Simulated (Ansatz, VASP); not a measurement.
One calculation of CsPbCl3, two programs

```
Cs Pb Cl
1.0
     5.78328    0.00000    0.00000
     0.00000    5.78328    0.00000
     0.00000    0.00000    5.78328
Cs Pb Cl
1 1 3
Cartesian
  0.0000 0.0000 0.0000
  2.8916 2.8916 2.8916
  2.8916 2.8916 0.0000
  0.0000 2.8916 2.8916
  2.8916 0.0000 2.8916
```

Alike in both runs: task single point; functional r2SCAN; k mesh 6 × 6 × 6; occupations gaussian, width 0.02 eV; no spin polarisation.

|  | VASP | Ansatz |
| --- | --- | --- |
| version | VASP 6.6.1 | Ansatz 0.2.0 |
| potentials or method | VASP PAW PBE potentials, release 64 (Cs_sv, Pb_d, Cl), cutoff 520 eV | scalar-relativistic, plane waves, PAW |
| valence electrons in the cell | 44 | 44 |

|  | VASP | Ansatz | Ansatz less VASP |
| --- | --- | --- | --- |
| gap on the k mesh at the Fermi level (eV) | 2.70 | 2.68 | -0.013 |
| least direct gap on the mesh (eV) | 2.70 | 2.68 | -0.013 |
| pressure (GPa) | -1.3 | -1.2 | +0.04 |

VASP's potentials were made for PBE, not for r2SCAN.

Spin-orbit coupling is off throughout.
